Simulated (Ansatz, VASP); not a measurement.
## GaAs5: VASP beside Ansatz

```
CELL_PARAMETERS angstrom
6.24500 0.00000 0.00000
0.00000 6.24500 0.00000
0.00000 0.00000 4.91756
ATOMIC_POSITIONS crystal
Ga 0.00000 0.00000 0.00000
As 0.30649 0.30649 0.00000
As 0.69351 0.69351 0.00000
As 0.30649 0.69351 0.00000
As 0.69351 0.30649 0.00000
As 0.00000 0.00000 0.50000
```

Alike in both runs: functional PBE; k mesh 6 × 6 × 8; occupations gaussian, width 0.1 eV; no spin polarisation.

Ansatz relaxed the structure, and its values are those at the end. VASP's run is a single point on that final structure, the one shown.

```csv
,VASP,Ansatz
version,VASP 6.6.1,Ansatz 0.2.0
potentials or method,"VASP PAW PBE potentials, release 64 (Ga_d, As), cutoff 520 eV","scalar-relativistic, plane waves, PAW"
valence electrons in the cell,38,88
```

|  | VASP | Ansatz | Ansatz less VASP |
| --- | --- | --- | --- |
| gap on the k mesh at the Fermi level (eV) | none | none | - |
| pressure (GPa) | 0.1 | 0.0 | -0.14 |
| rms of the force components (eV/Å) | 0.026 | 0.000 | -0.0260 |

A gap of «none» marks a metal or a gap that the smearing closes. With one functional, cell and mesh, what is left measures potentials, basis and numerics. VASP's potentials hold 38 valence electrons a cell and Ansatz's 88, so a difference there can come from the potentials and not from the codes.
